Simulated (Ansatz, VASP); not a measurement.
**MoS in VASP and in Ansatz**

```
CELL_PARAMETERS angstrom
4.96157 0.00000 0.00000
0.00000 4.96157 0.00000
0.00000 0.00000 4.96157
ATOMIC_POSITIONS crystal
Mo 0.09693 0.09693 0.09693
Mo 0.40307 0.90307 0.59693
Mo 0.59693 0.40307 0.90307
Mo 0.90307 0.59693 0.40307
S 0.81595 0.81595 0.81595
S 0.68405 0.18405 0.31595
S 0.31595 0.68405 0.18405
S 0.18405 0.31595 0.68405
```

Alike in both runs: task relaxation of cell and atoms; functional PBE; k mesh 8 × 8 × 8; occupations gaussian, width 0.1 eV; no spin polarisation.

```csv
,VASP,Ansatz
version,VASP 6.6.1,Ansatz 0.2.0
potentials or method,"VASP PAW PBE potentials, release 64 (Mo_sv, S), cutoff 600 eV","scalar-relativistic, plane waves, PAW"
valence electrons in the cell,80,80
```

|  | VASP | Ansatz | Ansatz less VASP |
| --- | --- | --- | --- |
| gap on the k mesh at the Fermi level, each at its own relaxed structure (eV) | none | none | - |
| relaxed volume (Å³/atom) | 15.27 | 15.27 | -0.007 |
| relaxed length of the cell vector where the two differ most in proportion (Å) | 4.962 | 4.962 | -0.0008 |

A gap of «none» marks a metal or a gap that the smearing closes.
